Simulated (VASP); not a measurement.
# Ta (Im-3m) in VASP: further runs

The runs below take Ta through single point, with r2SCAN, PBEsol.

Everything below comes from runs of VASP 6.6.1. Logs are shortened: lines on timing, memory, paths and dates and some standing lists are left out, and cuts for length are marked.

**1. The cell of the first run**

The structure is cubic, space group Im-3m (No. 229). The conventional cell has a = 3.281 Å, b = 3.281 Å, c = 3.281 Å, α = 90.00°, β = 90.00°, γ = 90.00°. Within 3.7 Å of Ta (site symmetry m-3m) lie 14 Ta at 2.84 to 3.28 Å.

**2. Single point, r2SCAN**

POSCAR

```
Ta
1.0
   -1.6402597640      1.6402597640      1.6402597640
    1.6402597640     -1.6402597640      1.6402597640
    1.6402597640      1.6402597640     -1.6402597640
Ta
1
Direct
    0.0000000000      0.0000000000      0.0000000000
```

INCAR.step1

```
PREC     = Accurate       # precision mode
ENCUT    = 520            # plane-wave cutoff, eV
ISMEAR   = 0              # smearing method
SIGMA    = 0.1            # smearing width, eV
LREAL    = F              # projectors in reciprocal space
LASPH    = T              # aspherical terms in the spheres
NELM     = 100            # most SCF steps
NBANDS   = 12             # bands
GGA      = PE             # functional
ALGO     = Normal         # electronic algorithm
EDIFF    = 1E-4           # SCF threshold, eV
LWAVE    = T              # write WAVECAR
LCHARG   = F              # write CHGCAR
```

INCAR.step2

```
PREC     = Accurate       # precision mode
ENCUT    = 520            # plane-wave cutoff, eV
EDIFF    = 1E-7           # SCF threshold, eV
ISMEAR   = 0              # smearing method
SIGMA    = 0.1            # smearing width, eV
LREAL    = F              # projectors in reciprocal space
LASPH    = T              # aspherical terms in the spheres
NELM     = 100            # most SCF steps
ALGO     = Normal         # electronic algorithm
ISIF     = 2              # what is computed and relaxed
LWAVE    = F              # write WAVECAR
LCHARG   = F              # write CHGCAR
METAGGA  = R2SCAN         # meta-GGA
LMIXTAU  = T            
NBANDS   = 12             # bands
ISTART   = 1
```

KPOINTS

```
regular mesh
0
Gamma
  18 18 18
```

Potentials or basis: VASP PAW PBE potentials, release 64 (Ta_pv).

The run is started by

```
$ cat potpaw_PBE.64/Ta_pv/POTCAR > POTCAR
$ cp INCAR.step1 INCAR
$ mpirun -np 1 vasp_std > vasp.out
$ cp INCAR.step2 INCAR
$ mpirun -np 1 vasp_std > vasp.out
```

OUTCAR:

```text
PREC = Accurate
   ENCUT = 520
   EDIFF = 1E-7
   ISMEAR = 0
   LREAL = F
   LASPH = T
   NELM = 100
   ISIF = 2
   METAGGA = R2SCAN
   ISTART = 1

 ion  position               nearest neighbor table
   1  0.000  0.000  0.000-

  LATTYP: Found a body centered cubic cell.
 ALAT       =     3.2805195280

  Lattice vectors:

 A1 = (  -1.6402597640,   1.6402597640,   1.6402597640)
 A2 = (   1.6402597640,  -1.6402597640,   1.6402597640)
 A3 = (   1.6402597640,   1.6402597640,  -1.6402597640)

Analysis of symmetry for initial positions (statically):
=====================================================================
 Subroutine PRICEL returns:
 Original cell was already a primitive cell.

 Routine SETGRP: Setting up the symmetry group for a
 body centered cubic supercell.

 Subroutine GETGRP returns: Found 48 space group operations
 (whereof 48 operations were pure point group operations)
 out of a pool of 48 trial point group operations.

The static configuration has the point symmetry O_h .

Analysis of symmetry for dynamics (positions and initial velocities):
=====================================================================
 Subroutine PRICEL returns:
 Original cell was already a primitive cell.

 Routine SETGRP: Setting up the symmetry group for a
 body centered cubic supercell.

 Subroutine GETGRP returns: Found 48 space group operations
 (whereof 48 operations were pure point group operations)
 out of a pool of 48 trial point group operations.

The dynamic configuration has the point symmetry O_h .

 Subroutine INISYM returns: Found 48 space group operations
 (whereof 48 operations are pure point group operations),
 and found     1 'primitive' translations

----------------------------------------------------------------------------------------

                                     Primitive cell

  volume of cell :      17.6522

  direct lattice vectors                    reciprocal lattice vectors
    -1.640259764  1.640259764  1.640259764     0.000000000  0.304829766  0.304829766
     1.640259764 -1.640259764  1.640259764     0.304829766  0.000000000  0.304829766
     1.640259764  1.640259764 -1.640259764     0.304829766  0.304829766  0.000000000

  length of vectors
     2.841013249  2.841013249  2.841013249     0.431094389  0.431094389  0.431094389

  position of ions in fractional coordinates (direct lattice)
     0.000000000  0.000000000  0.000000000

  ion indices of the primitive-cell ions
   primitive index   ion index
                 1           1

----------------------------------------------------------------------------------------

 KPOINTS: regular mesh

Automatic generation of k-mesh.
 Grid dimensions read from file:
 generate k-points for:   18   18   18

 Generating k-lattice:

  Cartesian coordinates                     Fractional coordinates (reciprocal lattice)
     0.000000000  0.016934987  0.016934987     0.055555556  0.000000000  0.000000000
     0.016934987  0.000000000  0.016934987     0.000000000  0.055555556  0.000000000
     0.016934987  0.016934987  0.000000000     0.000000000  0.000000000  0.055555556

  Length of vectors
     0.023949688  0.023949688  0.023949688

  Shift w.r.t. Gamma in fractional coordinates (k-lattice)
     0.000000000  0.000000000  0.000000000

 Subroutine IBZKPT returns following result:
 ===========================================

 Found    195 irreducible k-points:

 Following reciprocal coordinates:
            Coordinates               Weight
  0.000000  0.000000  0.000000      1.000000
  0.055556  0.000000  0.000000     12.000000
  0.111111  0.000000  0.000000     12.000000
  0.166667  0.000000  0.000000     12.000000
  0.222222  0.000000  0.000000     12.000000
  0.277778  0.000000  0.000000     12.000000
[... 16 lines left out ...]
  0.333333  0.111111 -0.000000     48.000000
  0.388889  0.111111  0.000000     48.000000
 [... further k-points ...]
   k-points           NKPTS =    195   k-points in BZ     NKDIM =    195   number of bands    NBANDS=     12
   number of dos      NEDOS =    301   number of ions     NIONS =      1
   total plane-waves  NPLWV =  13824
   dimension x,y,z NGX =    24 NGY =   24 NGZ =   24
   dimension x,y,z NGXF=    48 NGYF=   48 NGZF=   48
   ions per type =               1
   NGX,Y,Z   is equivalent  to a cutoff of  14.04, 14.04, 14.04 a.u.
   NGXF,Y,Z  is equivalent  to a cutoff of  28.09, 28.09, 28.09 a.u.
 SYSTEM =  unknown system
   PREC   = accura    normal or accurate (medium, high low for compatibility)
   ISTART =      1    job   : 0-new  1-cont  2-samecut
   ICHARG =      0    charge: 1-file 2-atom 10-const
   ISPIN  =      1    spin polarized calculation?
   LNONCOLLINEAR =      F non collinear calculations
   LSORBIT =      F    spin-orbit coupling
   LASPH  =      T    aspherical Exc in radial PAW
   ENCUT  =  520.0 eV  38.22 Ry    6.18 a.u.   5.28  5.28  5.28*2*pi/ulx,y,z
   NELM   =    100;   NELMIN=  2; NELMDL=  0     # of ELM steps
   EDIFF  = 0.1E-06   stopping-criterion for ELM
   LREAL  =      F    real-space projection
   EDIFFG = 0.1E-05   stopping-criterion for IOM
   NSW    =      0    number of steps for IOM
   IBRION =     -1    ionic relax: 0-MD 1-quasi-New 2-CG
   NFREE  =      0    steps in history (QN), initial steepest desc. (CG)
   ISIF   =      2    stress and relaxation
   ISYM   =      2    0-nonsym 1-usesym 2-fastsym
   POTIM  = 0.5000    time-step for ionic-motion
   TEBEG  =    0.0;   TEEND  =   0.0 temperature during run
   PSTRESS=    0.0 pullay stress
   NELECT =      11.0000    total number of electrons
   NUPDOWN=      -1.0000    fix difference up-down
   EMIN   =  10.00;   EMAX   =-10.00  energy-range for DOS
   EFERMI =   0.00;   METHOD = LEGACY
   ISMEAR =     0;   SIGMA  =   0.10  broadening in eV -4-tet -1-fermi 0-gaus
   EFERMI_NEDOS =   21; number of points for ismear=-14 and -15
   IALGO  =     38    algorithm
   IMIX   =      4    mixing-type and parameters
     AMIX     =   0.40;   BMIX     =  1.00
     AMIX_MAG =   1.60;   BMIX_MAG =  1.00
  volume/ion in A,a.u.               =      17.65       119.12
  Fermi-wavevector in a.u.,A,eV,Ry     =   1.398320  2.642441 26.603439  1.955298
  Thomas-Fermi vector in A             =   2.521489
   LORBIT       =      0    0 simple, 1 ext, 2 COOP (PROOUT), +10 PAW based schemes
   METAGGA = R2SCAN    functional components
   LHFCALC =     F    Hartree Fock is set to
   AEXX    =    0.0000 exact exchange contribution
   IVDW    =     0    specifies the selected vdW correction
   LEPSILON=     F    determine dielectric tensor
   LRPA    =     F    only Hartree local field effects (RPA)
 non-spin polarized calculation
 Gauss-broadening in eV      SIGMA  =   0.10
  energy-cutoff  :      520.00
  volume of cell :       17.65
 maximum number of plane-waves:       490
 NGX is ok and might be reduce to    24
   NGX = 11   NGY = 11   NGZ = 11

 number of electron      11.0000002 magnetization

 Free energy of the ion-electron system (eV)
  ---------------------------------------------------
  ext. energy  EPLUGINS =         0.00000000
  ---------------------------------------------------
  free energy    TOTEN  =       -48.57570977 eV

  energy without entropy =      -48.57033777  energy(sigma->0) =      -48.57302377

 E-fermi :   5.4942     XC(G=0): -13.8886

 val. band max:        5.4665409877   @ k =   0.3333   0.1667   0.0556
 cond. band min:       5.4964665285   @ k =   0.1111   0.1111   0.0000
 fundamental gap:      0.0299255408
 Fermi energy:         5.4942229464

 k-point     1 :       0.0000    0.0000    0.0000
  band No.  band energies     occupation
      1     -28.6471      2.00000
      2     -28.6471      2.00000
      3     -28.6471      2.00000
      4      -2.9175      2.00000
      5       6.3305      0.00000
      6       6.3305      0.00000
      7       6.3305      0.00000
      8       9.8921      0.00000
      9       9.8921      0.00000
     10      17.6993      0.00000
     11      21.3635      0.00000
     12      21.3635      0.00000

 k-point     2 :       0.0556    0.0000    0.0000
  band No.  band energies     occupation
      1     -28.6907      2.00000
      2     -28.6602      2.00000
      3     -28.6474      2.00000
      4      -2.7693      2.00000
      5       6.2316      0.00000
      6       6.3009      0.00000
      7       6.4744      0.00000
      8       9.7275      0.00000
      9       9.8906      0.00000
     10      17.6994      0.00000
     11      21.4985      0.00000
     12      21.6238      0.00000

 k-point     3 :       0.1111    0.0000    0.0000
  band No.  band energies     occupation
      1     -28.8149      2.00000
      2     -28.6979      2.00000
      3     -28.6482      2.00000
      4      -2.3401      2.00000
      5       5.9595      0.00000
      6       6.1778      0.00000
      7       6.9014      0.00000
      8       9.3840      0.00000
      9       9.8952      0.00000
     10      17.6992      0.00000
     11      21.8372      0.00000
     12      22.3776      0.00000
[... 286 lines left out ...]
 k-point    23 :       0.3333    0.1111   -0.0000
  band No.  band energies     occupation
      1     -29.7953      2.00000
      2     -29.0603      2.00000
      3     -28.7125      2.00000
      4       1.1872      2.00000
      5       4.1266      2.00000
      6       5.5233      0.68090
      7       9.5204      0.00000
      8      10.8130      0.00000
      9      12.8386      0.00000
     10      17.6948      0.00000
     11      18.8920      0.00000
     12      20.1235      0.00000

 k-point    24 :       0.3889    0.1111    0.0000
  band No.  band energies     occupation
      1     -29.8847      2.00000
      2     -29.1042      2.00000
      3     -28.7142      2.00000
      4       1.2549      2.00000
      5       3.9821      2.00000
      6       6.1153      0.00000
      7       9.6121      0.00000
      8      11.0001      0.00000
      9      13.8859      0.00000
     10      17.6741      0.00000
     11      17.9755      0.00000
     12      19.2751      0.00000

 [... further k-points ...]

------------------------ aborting loop because EDIFF is reached ----------------------------------------

  FORCE on cell =-STRESS in cart. coord.  units (eV):
  Direction    XX          YY          ZZ          XY          YZ          ZX
  --------------------------------------------------------------------------------------
  -------------------------------------------------------------------------------------
  Total        0.5875128      0.5875128      0.5875128      0.0000000      0.0000000      0.0000000
  in kB       53.3248969     53.3248969     53.3248969      0.0000000      0.0000000      0.0000000
  external PRESSURE =      53.3248969 kB  Pullay stress =       0.0000000 kB

 VOLUME and BASIS-vectors are now :
 -----------------------------------------------------------------------------
  energy-cutoff  :      520.00
  volume of cell :       17.65
      direct lattice vectors                 reciprocal lattice vectors
    -1.640259764  1.640259764  1.640259764     0.000000000  0.304829766  0.304829766
     1.640259764 -1.640259764  1.640259764     0.304829766  0.000000000  0.304829766
     1.640259764  1.640259764 -1.640259764     0.304829766  0.304829766  0.000000000

 POSITION                                       TOTAL-FORCE (eV/Angst)
 -----------------------------------------------------------------------------------
      0.00000      0.00000      0.00000        -0.000000      0.000000      0.000000
 -----------------------------------------------------------------------------------
    total drift:                               -0.000000      0.000000      0.000000

  FREE ENERGIE OF THE ION-ELECTRON SYSTEM (eV)
  ---------------------------------------------------
  free  energy   TOTEN  =       -48.5757097707 eV

  energy  without entropy=      -48.5703377689  energy(sigma->0) =      -48.57302377
```

It took 44 s on 1 thread of Intel Xeon 6975P-C (Granite Rapids), shared host; peak memory 0.17 GiB.

What came out:

```yaml
Free_energy: -48.5757 eV
Pressure: 5.3 GPa
```

Levels at points of the mesh, in eV from the Fermi level:
| k point | band 2 | band 3 | band 4 | band 5 | band 6 | band 7 | band 8 | band 9 |
| --- | --- | --- | --- | --- | --- | --- | --- | --- |
| (0.00, 0.00, 0.00) | -34.14 | -34.14 | -8.41 | 0.84 | 0.84 | 0.84 | 4.40 | 4.40 |
| (0.50, 0.00, 0.00) | -34.56 | -34.15 | -4.66 | -1.64 | 1.56 | 4.28 | 5.37 | 8.29 |
| (0.50, 0.50, 0.50) | -35.05 | -35.05 | -4.08 | -4.08 | 7.28 | 7.28 | 7.28 | 9.21 |

Caveat: the PAW data sets were made with another functional, which shifts forces and pressure a little; spin-orbit coupling is left out, which moves the levels of the heavy elements.

**3. Single point, PBEsol, non-collinear spin, zero start, spin-orbit coupling**

INCAR

```
SYSTEM = Ta
  ALGO = Fast
  EDIFF = 1E-6
  ENCUT = 520
  GGA = PS
  GGA_COMPAT = .FALSE.
  ISIF = 2
  ISMEAR = 0
  LASPH = .TRUE.
  LCHARG = .FALSE.
  LMAXMIX = 4
  LORBIT = 11
  LORBMOM = .TRUE.
  LREAL = .FALSE.
  LSORBIT = .TRUE.
  LWAVE = .FALSE.
  MAGMOM = 0 0 0
  NBANDS = 22
  NELM = 150
  PREC = Accurate
  SIGMA = 0.1
```

KPOINTS

```
k-points
0
G
  18 18 18
  0 0 0
```

POSCAR is that of step 2.

Potentials or basis: VASP PAW PBE potentials, release 64 (Ta_pv).

The run is started by

```
$ cat potpaw_PBE.64/Ta_pv/POTCAR > POTCAR
$ mpirun -np 1 vasp_ncl > vasp.out
```

OUTCAR:

```text
SYSTEM = Ta
   EDIFF = 1E-6
   ENCUT = 520
   GGA = PS
   ISIF = 2
   ISMEAR = 0
   LASPH = .TRUE.
   LORBIT = 11
   LREAL = .FALSE.
   LSORBIT = .TRUE.
   NELM = 150
   PREC = Accurate

 ion  position               nearest neighbor table
   1  0.000  0.000  0.000-

  LATTYP: Found a body centered cubic cell.
 ALAT       =     3.2805195280

  Lattice vectors:

 A1 = (  -1.6402597640,   1.6402597640,   1.6402597640)
 A2 = (   1.6402597640,  -1.6402597640,   1.6402597640)
 A3 = (   1.6402597640,   1.6402597640,  -1.6402597640)

Analysis of symmetry for initial positions (statically):
=====================================================================
 Subroutine PRICEL returns:
 Original cell was already a primitive cell.
[... 849 lines left out ...]
  1         0.000   0.000   0.000
 ----------------------------------------
            0.000   0.000   0.000

 Spin-Orbit-Coupling matrix elements

 Ion:    1  E_soc:     -1.4191570
 l=   1
     0.0000000    -0.2156144    -0.2156144
    -0.2156144     0.0000000    -0.2156144
    -0.2156144    -0.2156144     0.0000000
 l=   2
     0.0000000    -0.0052944     0.0000000    -0.0052944    -0.0156174
    -0.0052944     0.0000000    -0.0117130    -0.0052944    -0.0039043
     0.0000000    -0.0117130     0.0000000    -0.0117130     0.0000000
    -0.0052944    -0.0052944    -0.0117130     0.0000000    -0.0039043
    -0.0156174    -0.0039043     0.0000000    -0.0039043     0.0000000
 l=   3
     0.0000000     0.0000000     0.0000000     0.0000000     0.0000000     0.0000000     0.0000000
     0.0000000     0.0000000     0.0000000     0.0000000     0.0000000     0.0000000     0.0000000
     0.0000000     0.0000000     0.0000000     0.0000000     0.0000000     0.0000000     0.0000000
     0.0000000     0.0000000     0.0000000     0.0000000     0.0000000     0.0000000     0.0000000
     0.0000000     0.0000000     0.0000000     0.0000000     0.0000000     0.0000000     0.0000000
     0.0000000     0.0000000     0.0000000     0.0000000     0.0000000     0.0000000     0.0000000
     0.0000000     0.0000000     0.0000000     0.0000000     0.0000000     0.0000000     0.0000000

 total charge

# of ion       s       p       d       tot
------------------------------------------
    1        0.373   6.170   2.441   8.985

 magnetization (x)

# of ion       s       p       d       tot
------------------------------------------
    1        0.000   0.000   0.000   0.000

 magnetization (y)

# of ion       s       p       d       tot
------------------------------------------
    1        0.000  -0.000   0.000   0.000

 magnetization (z)

# of ion       s       p       d       tot
------------------------------------------
    1        0.000   0.000   0.000   0.000
```

OSZICAR:

```text
N       E                     dE             d eps       ncg     rms          rms(c)
DAV:   1     0.905233529893E+02    0.90523E+02   -0.59304E+03  8580   0.103E+03
DAV:   2    -0.111005539918E+02   -0.10162E+03   -0.98522E+02 10018   0.324E+02
DAV:   3    -0.137642852358E+02   -0.26637E+01   -0.26352E+01 10444   0.495E+01
DAV:   4    -0.137773808034E+02   -0.13096E-01   -0.13091E-01  9860   0.373E+00
DAV:   5    -0.137774727856E+02   -0.91982E-04   -0.91969E-04 10168   0.293E-01    0.143E+01
RMM:   6    -0.133883742395E+02    0.38910E+00   -0.29402E-01  9140   0.480E+00    0.694E+00
RMM:   7    -0.132725824979E+02    0.11579E+00   -0.29759E-01  9529   0.466E+00    0.123E+00
RMM:   8    -0.132730171722E+02   -0.43467E-03   -0.12100E-02 10493   0.116E+00    0.328E-01
RMM:   9    -0.132720505766E+02    0.96660E-03   -0.14130E-03 10919   0.334E-01    0.102E-01
RMM:  10    -0.132720787069E+02   -0.28130E-04   -0.22777E-04 11449   0.113E-01    0.383E-02
RMM:  11    -0.132720814296E+02   -0.27227E-05   -0.26268E-05 11942   0.379E-02    0.197E-02
RMM:  12    -0.132720820449E+02   -0.61528E-06   -0.65146E-06 10468   0.175E-02
   1 F= -.13272082E+02 E0= -.13269125E+02  d E =-.591473E-02  mag=    -0.0000    -0.0000    -0.0000
```

Wall time 79 s (1 thread of Intel Xeon 6975P-C (Granite Rapids), shared host); peak memory 0.26 GiB.

What came out:

* Free energy: -13.2721 eV
* Pressure: -0.1 GPa
* Net moment: 0.00 μB per cell
* Valence electrons inside the program's atomic spheres: Ta 8.98

Moments on the atoms (μB; x, y, z):
```
Ta  0.00 0.00 0.00
```

Caveat: the PAW data sets were made with another functional, which shifts forces and pressure a little.
